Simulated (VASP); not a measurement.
# Si16B (a cell with a defect) in VASP: relaxation of the atoms with PBE

Aim: the relaxation of the atoms of Si16B (a cell with a defect) with PBE.

Program: VASP 6.6.1. These are calculated values, not measurements. Logs are shortened: lines on timing, memory, paths and dates and some standing lists are left out, and cuts for length are marked.

### 1 The cell of the first run

The cell holds a defect, 17 atoms: a = 7.679 Å, b = 7.679 Å, c = 7.679 Å, α = 60.00°, β = 60.00°, γ = 60.00°.

### 2 Relaxation of the atoms, PBE, collinear spin

INCAR

```
SYSTEM = Si16B
  PREC = Accurate
  ENCUT = 520
  EDIFF = 1E-6
  ISMEAR = -1
  SIGMA = 0.02
  LREAL = Auto
  LASPH = .TRUE.
  NELM = 150
  ALGO = Normal
  ISIF = 2
  LWAVE = .FALSE.
  LCHARG = .FALSE.
  ISPIN = 2
  MAGMOM = 0 0 0 0 0 0 0 0 0 0 0 0 0 0 0 0 1
  LORBIT = 11
  GGA = PE
  IBRION = 2
  NSW = 45
  EDIFFG = -0.08
  KPAR = 2
```

KPOINTS

```
Automatic mesh
0
G
  2 2 2
  0 0 0
```

POSCAR

```
Si16B
1.0
    0.0000000000      5.4300000000      5.4300000000
    5.4300000000      0.0000000000      5.4300000000
    5.4300000000      5.4300000000      0.0000000000
Si B
16 1
Direct
    0.0000000000      0.0000000000      0.0000000000
    0.1250000000      0.1250000000      0.1250000000
    0.0000000000      0.0000000000      0.5000000000
    0.1250000000      0.1250000000      0.6250000000
    0.0000000000      0.5000000000      0.0000000000
    0.1250000000      0.6250000000      0.1250000000
    0.0000000000      0.5000000000      0.5000000000
    0.1250000000      0.6250000000      0.6250000000
    0.5000000000      0.0000000000      0.0000000000
    0.6250000000      0.1250000000      0.1250000000
    0.5000000000      0.0000000000      0.5000000000
    0.6250000000      0.1250000000      0.6250000000
    0.5000000000      0.5000000000      0.0000000000
    0.6250000000      0.6250000000      0.1250000000
    0.5000000000      0.5000000000      0.5000000000
    0.6250000000      0.6250000000      0.6250000000
    0.8052789000      0.3176084000      0.8231949000
```

Potentials or basis: VASP PAW PBE potentials, release 64 (Si, B).

Launch:

```sh
$ cat potpaw_PBE.64/Si/POTCAR potpaw_PBE.64/B/POTCAR > POTCAR
$ mpirun -np 4 vasp_std > vasp.out
```

OUTCAR:

```text
SYSTEM = Si16B
   PREC = Accurate
   ENCUT = 520
   EDIFF = 1E-6
   ISMEAR = -1
   LREAL = Auto
   LASPH = .TRUE.
   NELM = 150
   ISIF = 2
   ISPIN = 2
   LORBIT = 11
   GGA = PE
   IBRION = 2
   NSW = 45
   EDIFFG = -0.08

 ion  position               nearest neighbor table
   1  0.000  0.000  0.000-  17 2.26   4 2.35   6 2.35  10 2.35   2 2.35
   2  0.125  0.125  0.125-   1 2.35   3 2.35   5 2.35   9 2.35
   3  0.000  0.000  0.500-   2 2.35   4 2.35   8 2.35  12 2.35
   4  0.125  0.125  0.625-  17 2.33   3 2.35   7 2.35  11 2.35   1 2.35
   5  0.000  0.500  0.000-   2 2.35   6 2.35   8 2.35  14 2.35
   6  0.125  0.625  0.125-   1 2.35   5 2.35   7 2.35  13 2.35
   7  0.000  0.500  0.500-  17 2.29   6 2.35   8 2.35  16 2.35   4 2.35
   8  0.125  0.625  0.625-   3 2.35   5 2.35   7 2.35  15 2.35
   9  0.500  0.000  0.000-   2 2.35  10 2.35  12 2.35  14 2.35
  10  0.625  0.125  0.125-  17 2.21   9 2.35  11 2.35  13 2.35   1 2.35
  11  0.500  0.000  0.500-   4 2.35  10 2.35  12 2.35  16 2.35
  12  0.625  0.125  0.625-   3 2.35   9 2.35  11 2.35  15 2.35
  13  0.500  0.500  0.000-  17 2.18  10 2.35  14 2.35  16 2.35   6 2.35
  14  0.625  0.625  0.125-   5 2.35   9 2.35  13 2.35  15 2.35
  15  0.500  0.500  0.500-   8 2.35  12 2.35  14 2.35  16 2.35
  16  0.625  0.625  0.625-  17 2.25  11 2.35  13 2.35  15 2.35   7 2.35
  17  0.805  0.318  0.823-  13 2.18  10 2.21  16 2.25   1 2.26   7 2.29   4 2.33

  LATTYP: Found a face centered cubic cell.
 ALAT       =    10.8600000000

  Lattice vectors:

 A1 = (   0.0000000000,   5.4300000000,   5.4300000000)
 A2 = (   5.4300000000,   0.0000000000,   5.4300000000)
 A3 = (   5.4300000000,   5.4300000000,   0.0000000000)

Analysis of symmetry for initial positions (statically):
=====================================================================
 Subroutine PRICEL returns:
 Original cell was already a primitive cell.

 Routine SETGRP: Setting up the symmetry group for a
 face centered cubic supercell.

 Subroutine GETGRP returns: Found  1 space group operations
 (whereof  1 operations were pure point group operations)
 out of a pool of 48 trial point group operations.

The static configuration has the point symmetry C_1 .

Analysis of symmetry for dynamics (positions and initial velocities):
=====================================================================
 Subroutine PRICEL returns:
 Original cell was already a primitive cell.

 Routine SETGRP: Setting up the symmetry group for a
 face centered cubic supercell.

 Subroutine GETGRP returns: Found  1 space group operations
 (whereof  1 operations were pure point group operations)
 out of a pool of 48 trial point group operations.

The dynamic configuration has the point symmetry C_1 .

Analysis of structural, dynamic, and magnetic symmetry:
=====================================================================
 Subroutine PRICEL returns:
 Original cell was already a primitive cell.

 Routine SETGRP: Setting up the symmetry group for a
 face centered cubic supercell.

 Subroutine GETGRP returns: Found  1 space group operations
 (whereof  1 operations were pure point group operations)
 out of a pool of 48 trial point group operations.

The overall configuration has the point symmetry C_1 .

 Subroutine INISYM returns: Found  1 space group operations
 (whereof  1 operations are pure point group operations),
 and found     1 'primitive' translations

----------------------------------------------------------------------------------------

                                     Primitive cell

  volume of cell :     320.2060

  direct lattice vectors                    reciprocal lattice vectors
     0.000000000  5.430000000  5.430000000    -0.092081031  0.092081031  0.092081031
     5.430000000  0.000000000  5.430000000     0.092081031 -0.092081031  0.092081031
     5.430000000  5.430000000  0.000000000     0.092081031  0.092081031 -0.092081031

  length of vectors
     7.679179644  7.679179644  7.679179644     0.159489025  0.159489025  0.159489025

  position of ions in fractional coordinates (direct lattice)
     0.000000000  0.000000000  0.000000000
     0.125000000  0.125000000  0.125000000
[... 53 lines left out ...]

  Shift w.r.t. Gamma in fractional coordinates (k-lattice)
     0.000000000  0.000000000  0.000000000

 Subroutine IBZKPT returns following result:
 ===========================================

 Found      8 irreducible k-points:

 Following reciprocal coordinates:
            Coordinates               Weight
  0.000000  0.000000  0.000000      1.000000
  0.500000  0.000000  0.000000      1.000000
  0.000000  0.500000  0.000000      1.000000
  0.000000  0.000000  0.500000      1.000000
  0.500000  0.500000  0.500000      1.000000
  0.500000  0.500000  0.000000      1.000000
  0.000000  0.500000  0.500000      1.000000
  0.500000  0.000000  0.500000      1.000000
   k-points           NKPTS =      8   k-points in BZ     NKDIM =      8   number of bands    NBANDS=     44
   number of dos      NEDOS =    301   number of ions     NIONS =     17
   total plane-waves  NPLWV = 216000
   dimension x,y,z NGX =    60 NGY =   60 NGZ =   60
   dimension x,y,z NGXF=   120 NGYF=  120 NGZF=  120
   ions per type =              16   1
   NGX,Y,Z   is equivalent  to a cutoff of  12.99, 12.99, 12.99 a.u.
   NGXF,Y,Z  is equivalent  to a cutoff of  25.98, 25.98, 25.98 a.u.
 SYSTEM =  Si16B
   PREC   = accura    normal or accurate (medium, high low for compatibility)
   ISTART =      0    job   : 0-new  1-cont  2-samecut
   ICHARG =      2    charge: 1-file 2-atom 10-const
   ISPIN  =      2    spin polarized calculation?
   LNONCOLLINEAR =      F non collinear calculations
   LSORBIT =      F    spin-orbit coupling
   LASPH  =      T    aspherical Exc in radial PAW
   ENCUT  =  520.0 eV  38.22 Ry    6.18 a.u.  14.28 14.28 14.28*2*pi/ulx,y,z
   NELM   =    150;   NELMIN=  2; NELMDL= -5     # of ELM steps
   EDIFF  = 0.1E-05   stopping-criterion for ELM
   LREAL  =      T    real-space projection
   EDIFFG = -.8E-01   stopping-criterion for IOM
   NSW    =     45    number of steps for IOM
   IBRION =      2    ionic relax: 0-MD 1-quasi-New 2-CG
   NFREE  =      1    steps in history (QN), initial steepest desc. (CG)
   ISIF   =      2    stress and relaxation
   ISYM   =      2    0-nonsym 1-usesym 2-fastsym
   POTIM  = 0.5000    time-step for ionic-motion
   TEBEG  =    0.0;   TEEND  =   0.0 temperature during run
   PSTRESS=    0.0 pullay stress
   NELECT =      67.0000    total number of electrons
   NUPDOWN=      -1.0000    fix difference up-down
   EMIN   =  10.00;   EMAX   =-10.00  energy-range for DOS
   EFERMI =   0.00;   METHOD = LEGACY
   ISMEAR =    -1;   SIGMA  =   0.02  broadening in eV -4-tet -1-fermi 0-gaus
   EFERMI_NEDOS =   21; number of points for ismear=-14 and -15
   IALGO  =     38    algorithm
   IMIX   =      4    mixing-type and parameters
     AMIX     =   0.40;   BMIX     =  1.00
     AMIX_MAG =   1.60;   BMIX_MAG =  1.00
  volume/ion in A,a.u.               =      18.84       127.11
  Fermi-wavevector in a.u.,A,eV,Ry     =   0.971904  1.836632 12.852022  0.944597
  Thomas-Fermi vector in A             =   2.102159
   LORBIT       =     11    0 simple, 1 ext, 2 COOP (PROOUT), +10 PAW based schemes
   GGA     = PE    functional components
   LHFCALC =     F    Hartree Fock is set to
   AEXX    =    0.0000 exact exchange contribution
   IVDW    =     0    specifies the selected vdW correction
   LEPSILON=     F    determine dielectric tensor
   LRPA    =     F    only Hartree local field effects (RPA)
 conjugate gradient relaxation of ions
 spin polarized calculation
  energy-cutoff  :      520.00
  volume of cell :      320.21
 maximum number of plane-waves:      8646
 NGX is ok and might be reduce to    60
   NGX = 29   NGY = 29   NGZ = 29

--------------------------------------- Ionic step        1  -------------------------------------------

 number of electron      67.0000003 magnetization       0.6990626

 Free energy of the ion-electron system (eV)
  ---------------------------------------------------
  ext. energy  EPLUGINS =         0.00000000
  ---------------------------------------------------
  free energy    TOTEN  =       -88.57588164 eV

  energy without entropy =      -88.57150277  energy(sigma->0) =      -88.57369220

------------------------ aborting loop because EDIFF is reached ----------------------------------------

  FORCE on cell =-STRESS in cart. coord.  units (eV):
  Direction    XX          YY          ZZ          XY          YZ          ZX
  --------------------------------------------------------------------------------------
  -------------------------------------------------------------------------------------
  Total        5.0787405      4.9553371      5.0320134      0.4671626      0.5232486      0.4652603
  in kB       25.4118991     24.7944400     25.1780964      2.3374867      2.6181176      2.3279683
  external PRESSURE =      25.1281452 kB  Pullay stress =       0.0000000 kB
[... 242 lines left out ...]
--------------------------------------- Ionic step        6  -------------------------------------------

 number of electron      67.0000000 magnetization       0.7086928

 Free energy of the ion-electron system (eV)
  ---------------------------------------------------
  ext. energy  EPLUGINS =         0.00000000
  ---------------------------------------------------
  free energy    TOTEN  =       -88.72241701 eV

  energy without entropy =      -88.71872793  energy(sigma->0) =      -88.72057247

 E-fermi :   6.3227     XC(G=0):  -9.5676

 val. band max:        6.2634203755   @ k =   0.5000   0.0000   0.0000
 cond. band min:       6.3852075451   @ k =   0.5000   0.0000   0.5000
 fundamental gap:      0.1217871696
 Fermi energy:         6.3226842653

 spin component 1

 k-point     1 :       0.0000    0.0000    0.0000
  band No.  band energies     occupation
      1      -6.4316      1.00000
      2      -4.2849      1.00000
      3      -4.0123      1.00000
      4      -4.0083      1.00000
      5      -3.5768      1.00000
      6      -2.5697      1.00000
[... 365 lines left out ...]
     43       9.5994      0.00000
     44       9.8779      0.00000
 Fermi energy:         6.3226842653

 spin component 2

 k-point     1 :       0.0000    0.0000    0.0000
  band No.  band energies     occupation
      1      -6.3730      1.00000
      2      -4.2420      1.00000
      3      -3.9726      1.00000
      4      -3.9681      1.00000
      5      -3.5370      1.00000
      6      -2.4791      1.00000
[... 409 lines left out ...]
  FREE ENERGIE OF THE ION-ELECTRON SYSTEM (eV)
  ---------------------------------------------------
  free  energy   TOTEN  =       -88.7224170098 eV

  energy  without entropy=      -88.7187279276  energy(sigma->0) =      -88.72057247

 reached required accuracy - stopping structural energy minimisation

 total charge

# of ion       s       p       d       tot
------------------------------------------
    1        0.742   0.929   0.000   1.671
    2        0.743   0.962   0.000   1.704
    3        0.742   0.963   0.000   1.705
    4        0.744   0.928   0.000   1.672
    5        0.743   0.961   0.000   1.704
    6        0.762   0.909   0.000   1.671
[... 9 lines left out ...]
   16        0.743   0.927   0.000   1.670
   17        0.725   0.956   0.000   1.681
--------------------------------------------------
tot         12.646  16.041   0.000  28.687

 magnetization (x)

# of ion       s       p       d       tot
------------------------------------------
    1        0.009   0.006   0.000   0.015
    2        0.000   0.002   0.000   0.002
    3        0.000   0.000   0.000   0.001
    4        0.011   0.006   0.000   0.017
    5       -0.000  -0.000   0.000  -0.000
    6        0.002   0.030   0.000   0.032
[... 9 lines left out ...]
   16        0.011   0.006   0.000   0.017
   17        0.067   0.020   0.000   0.086
--------------------------------------------------
tot          0.137   0.126   0.000   0.264
```

Run time: 4.9 min. Hardware: 4 MPI ranks of Intel Xeon 6975P-C (Granite Rapids), shared host; peak memory 0.45 GiB.

What came out:

* Free energy: -88.7224 eV
* Energy gained by relaxing: 8.6 meV/atom
* Ionic steps: 6
* Pressure after relaxing: 2.6 GPa
* Largest force after relaxing: 0.078 eV/Å
* Net moment: 0.71 μB per cell
* Site moments: Si +0.01, +0.00, +0.02, -0.00, +0.03, +0.04 (each value once); B +0.09 μB
* Valence electrons inside the program's atomic spheres: Si 1.67, 1.70, 1.71 (each value once); B 1.68

Forces in eV/Å, atoms in the order of the input:
```
Si   0.014  0.005 -0.006
Si   0.010  0.006 -0.004
Si   0.009  0.003 -0.001
Si  -0.003  0.007  0.001
Si   0.009  0.007  0.007
Si   0.006  0.001  0.003
Si   0.009 -0.003  0.004
Si   0.006 -0.002  0.003
Si   0.005 -0.005  0.006
Si   0.006 -0.016  0.005
Si  -0.019 -0.006 -0.005
Si  -0.018 -0.017 -0.017
Si   0.008  0.013  0.005
Si   0.012  0.006  0.002
Si   0.008  0.008 -0.007
Si   0.012  0.004 -0.015
B   -0.075 -0.010  0.019
```

Step by step:
```
step  energy change (eV)  largest force (eV/Å)  pressure (GPa)
   1              0.0000                0.7597            2.51
   2             -0.1239                0.2806            2.57
   3             -0.1316                0.2966            2.60
   4             -0.1457                0.0838            2.60
   5             -0.1457                0.0842            2.60
   6             -0.1465                0.0777            2.58
```

Final structure:
```
CELL_PARAMETERS angstrom
0.00000 5.43000 5.43000
5.43000 0.00000 5.43000
5.43000 5.43000 0.00000
ATOMIC_POSITIONS crystal
Si 0.00090 0.00589 0.99983
Si 0.12563 0.12597 0.12610
Si 0.99911 0.99915 0.49930
Si 0.11919 0.12503 0.62472
Si 0.99822 0.49814 0.99811
Si 0.12208 0.62301 0.12329
Si 0.00045 0.49968 0.50605
Si 0.12558 0.62589 0.62595
Si 0.49862 0.99902 0.99899
Si 0.62421 0.12366 0.11966
Si 0.50169 0.00214 0.50247
Si 0.62679 0.12671 0.62665
Si 0.50469 0.50168 0.00135
Si 0.62602 0.62617 0.12633
Si 0.49870 0.49904 0.49925
Si 0.62482 0.61927 0.62396
B 0.80859 0.31716 0.82121
```

Levels at points of the mesh, in eV from the Fermi level:
Spin up:
| k point | band 30 | band 31 | band 32 | band 33 | band 34 | band 35 | band 36 | band 37 | band 38 | band 39 |
| --- | --- | --- | --- | --- | --- | --- | --- | --- | --- | --- |
| (0.00, 0.00, 0.00) | -1.53 | -1.23 | -0.40 | -0.40 | -0.38 | 0.35 | 0.35 | 0.39 | 0.39 | 1.05 |
| (0.50, 0.00, 0.00) | -1.33 | -1.17 | -1.09 | -0.64 | -0.06 | 0.22 | 1.07 | 1.18 | 1.20 | 1.56 |
| (0.00, 0.50, 0.00) | -1.33 | -1.17 | -1.09 | -0.64 | -0.07 | 0.23 | 1.06 | 1.18 | 1.20 | 1.56 |
| (0.00, 0.00, 0.50) | -1.33 | -1.17 | -1.09 | -0.64 | -0.06 | 0.23 | 1.06 | 1.18 | 1.20 | 1.56 |
| (0.50, 0.50, 0.50) | -1.21 | -1.20 | -1.13 | -1.12 | 0.25 | 1.11 | 1.12 | 1.17 | 1.17 | 1.43 |
| (0.50, 0.50, 0.00) | -1.70 | -1.67 | -1.67 | -0.35 | -0.08 | 0.57 | 1.39 | 1.58 | 1.92 | 2.27 |
| (0.00, 0.50, 0.50) | -1.70 | -1.67 | -1.67 | -0.35 | -0.08 | 0.57 | 1.39 | 1.58 | 1.92 | 2.27 |
| (0.50, 0.00, 0.50) | -1.70 | -1.67 | -1.67 | -0.35 | -0.09 | 0.57 | 1.39 | 1.58 | 1.92 | 2.28 |
Spin down:
```
           k point  band 31  band 32  band 33  band 34  band 35  band 36
(0.00, 0.00, 0.00)    -1.14    -0.36    -0.36    -0.34     0.39     0.39
(0.50, 0.00, 0.00)    -1.13    -1.04    -0.53     0.09     0.31     1.10
(0.00, 0.50, 0.00)    -1.14    -1.05    -0.53     0.08     0.32     1.09
(0.00, 0.00, 0.50)    -1.13    -1.05    -0.53     0.08     0.32     1.09
(0.50, 0.50, 0.50)    -1.14    -1.11    -1.11     0.38     1.18     1.19
(0.50, 0.50, 0.00)    -1.64    -1.63    -0.25     0.07     0.69     1.44
(0.00, 0.50, 0.50)    -1.64    -1.63    -0.25     0.06     0.69     1.44
(0.50, 0.00, 0.50)    -1.64    -1.63    -0.25     0.06     0.69     1.44
```

Caveat: the k points lie up to 0.50 Å⁻¹ apart; a moment this small can come from the mesh or the smearing; the relaxation stopped at a loose force limit of 0.08 eV/Å, so its end isn't a converged minimum.
